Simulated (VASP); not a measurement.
Write the native input for VASP 6.6.1 that does the following.

| Item | Value |
| --- | --- |
| Task | single point |
| Functional | r2SCAN |
| Potentials or basis | VASP PAW PBE potentials, release 64 (Pb_d, O) |
| Cutoff | 520 eV |
| k mesh | 4 × 4 × 4 |
| Occupations | gaussian, width 0.01 eV |
| Spin | no spin polarisation |
| Dipole correction | no |
| Further INCAR settings | ALGO = Normal; EDIFF = 1e-07; NBANDS = 28 |

Crystal: PbO.

```
CELL_PARAMETERS angstrom
3.93607 0.00000 0.00000
0.00000 3.93607 0.00000
0.00000 0.00000 4.94229
ATOMIC_POSITIONS crystal
Pb 0.00000 0.50000 0.24000
Pb 0.50000 0.00000 0.76000
O 0.00000 0.00000 0.00000
O 0.50000 0.50000 0.00000
```

One way to write it, as run:

POSCAR

```
PbO
1.0
    3.9360744706      0.0000000000      0.0000000000
    0.0000000000      3.9360744706      0.0000000000
    0.0000000000      0.0000000000      4.9422889970
Pb O
2 2
Direct
    0.0000000000      0.5000000000      0.2400000000
    0.5000000000      0.0000000000      0.7600000000
    0.0000000000      0.0000000000      0.0000000000
    0.5000000000      0.5000000000      0.0000000000
```

INCAR.step1

```
  PREC = Accurate
  ENCUT = 520
  ISMEAR = 0
  SIGMA = 0.01
  LREAL = False
  LASPH = True
  NELM = 60
  NBANDS = 28
  GGA = PE
  ALGO = Normal
  EDIFF = 1E-4
  LWAVE = True
  LCHARG = False
```

INCAR.step2

```
  PREC = Accurate
  ENCUT = 520
  EDIFF = 1E-7
  ISMEAR = 0
  SIGMA = 0.01
  LREAL = False
  LASPH = True
  NELM = 60
  ALGO = Normal
  ISIF = 2
  LWAVE = False
  LCHARG = False
  METAGGA = R2SCAN
  LMIXTAU = True
  NBANDS = 28
  ISTART = 1
```

KPOINTS

```
regular mesh
0
Gamma
  4 4 4
```

Potentials or basis: VASP PAW PBE potentials, release 64 (Pb_d, O).

Launch:

```sh
$ cat potpaw_PBE.64/Pb_d/POTCAR potpaw_PBE.64/O/POTCAR > POTCAR
$ cp INCAR.step1 INCAR
$ mpirun -np 1 vasp_std > vasp.out
$ cp INCAR.step2 INCAR
$ mpirun -np 1 vasp_std > vasp.out
```

Results of the run:

The pressure is 4.1 GPa and the largest force is 0.285 eV/Å. The band gap on the k mesh is 1.38 eV (least direct gap 2.65 eV).

Caveat: the cell stands under pressure; the PAW data sets were made with another functional, which shifts forces and pressure a little; spin-orbit coupling is left out, which moves the levels of the heavy elements.

Wall time 4.8 min on 1 thread of Intel Xeon 8259CL (shared host), peak memory 0.2 GiB.
